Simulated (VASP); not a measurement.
Here is a VASP 6.6.1 calculation.

INCAR

```
PREC = Accurate
ENCUT = 520
EDIFF = 1E-6
ISMEAR = -1
SIGMA = 0.05
LREAL = Auto
LASPH = T
NELM = 80
ALGO = Normal
ISIF = 2
LWAVE = F
LCHARG = F
GGA = PS
NELECT = 322.0
ISYM = 0
NBANDS = 186
```

The input KPOINTS:

```
Automatic mesh
0
Gamma
  1 1 1
  0.25 0.25 0.25
```

File POSCAR:

```
Ba8Zr8HO24
1.0
    8.3619610000      0.0000000000      0.0000000000
    0.0000000000      8.3619610000      0.0000000000
    0.0000000000      0.0000000000      8.3619610000
Ba Zr O H
8 8 24 1
Direct
    0.0106710000      0.0053200000      0.0069890000
    0.0071230000      0.0025390000      0.5017340000
    0.0033320000      0.4984960000      0.9997010000
    0.9869310000      0.5087730000      0.5098630000
    0.4894970000      0.0065830000      0.0069540000
    0.5030000000      0.9980930000      0.4988880000
    0.4963330000      0.5001880000      0.0010980000
    0.5108730000      0.5087490000      0.5070600000
    0.2505040000      0.2652200000      0.2663030000
    0.2509230000      0.2468570000      0.7514800000
    0.2505690000      0.7509860000      0.2474770000
    0.2503700000      0.7508230000      0.7513670000
    0.7507670000      0.2542000000      0.2545750000
    0.7505960000      0.2506430000      0.7546350000
    0.7505510000      0.7540170000      0.2506770000
    0.7502360000      0.7548210000      0.7554600000
    0.2357630000      0.2413850000      0.0015910000
    0.2657770000      0.1835240000      0.5112380000
    0.2730150000      0.7635900000      0.9961360000
    0.2324110000      0.7516780000      0.4985050000
    0.7669330000      0.2537060000      0.0051840000
    0.7357500000      0.2545960000      0.5047940000
    0.7291760000      0.7529080000      0.0024200000
    0.7656460000      0.7528300000      0.5024470000
    0.0012020000      0.2549860000      0.2745070000
    0.0000820000      0.2642000000      0.7372000000
    0.9994490000      0.7565480000      0.2331610000
    0.9990680000      0.7356580000      0.7680210000
    0.4997480000      0.2633670000      0.2463470000
    0.5013740000      0.2383870000      0.7696960000
    0.5007580000      0.7476760000      0.2704190000
    0.5006400000      0.7612580000      0.7311330000
    0.2529680000      0.0009140000      0.2410800000
    0.2315690000      0.9955110000      0.7650180000
    0.2476870000      0.5100680000      0.1850650000
    0.2626040000      0.4978980000      0.7523580000
    0.7450640000      0.0046090000      0.2536860000
    0.7642360000      0.0020980000      0.7528030000
    0.7546080000      0.5042220000      0.2552870000
    0.7383160000      0.5019920000      0.7520640000
    0.2451470000      0.4298220000      0.4324060000
```

Potentials or basis: VASP PAW PBE potentials, release 64 (Ba_sv, Zr_sv, O, H).

Command:

```bash
$ cat potpaw_PBE.64/Ba_sv/POTCAR potpaw_PBE.64/Zr_sv/POTCAR potpaw_PBE.64/O/POTCAR potpaw_PBE.64/H/POTCAR > POTCAR
$ mpirun -np 1 vasp_std > vasp.out
```

**Question.** Estimate the largest force.

**Answer.** 0.153 eV/Å.

Forces in eV/Å, atoms in the order of the input:
```
Ba  -0.083 -0.010 -0.022
Ba  -0.081 -0.040  0.001
Ba  -0.096 -0.033 -0.024
Ba  -0.016 -0.023 -0.029
Ba   0.071 -0.014  0.014
Ba   0.089 -0.056  0.010
Ba   0.095  0.031 -0.061
Ba  -0.038 -0.039  0.002
Zr  -0.017  0.101  0.114
Zr  -0.049  0.023 -0.045
Zr  -0.019 -0.039  0.038
Zr   0.010  0.002 -0.006
Zr   0.022  0.017  0.019
Zr   0.031  0.018 -0.012
Zr   0.005 -0.015  0.016
Zr  -0.028 -0.026 -0.020
O    0.058  0.013  0.015
O   -0.059  0.085 -0.023
O   -0.037 -0.013 -0.001
O    0.043 -0.011  0.004
O   -0.038 -0.012 -0.008
O    0.022 -0.030 -0.011
O    0.039  0.012  0.017
O   -0.028  0.033 -0.001
O   -0.031 -0.010 -0.036
O   -0.012 -0.027  0.040
O   -0.008  0.002  0.026
O    0.015  0.042 -0.019
O    0.016 -0.008  0.002
O   -0.003  0.027 -0.050
O   -0.004 -0.013 -0.037
O    0.021  0.004  0.050
O    0.007  0.019  0.014
O    0.042  0.008 -0.019
O   -0.007 -0.013  0.079
O   -0.021  0.011  0.003
O    0.013 -0.005 -0.017
O   -0.025  0.016  0.013
O   -0.009 -0.009 -0.028
O    0.032  0.005  0.022
H    0.079 -0.020 -0.027
```

Caveat: the k points lie up to 0.75 Å⁻¹ apart; the cell carries a net charge on a neutralising background, which shifts energy and pressure; the PAW data sets were made with another functional, which shifts forces and pressure a little.
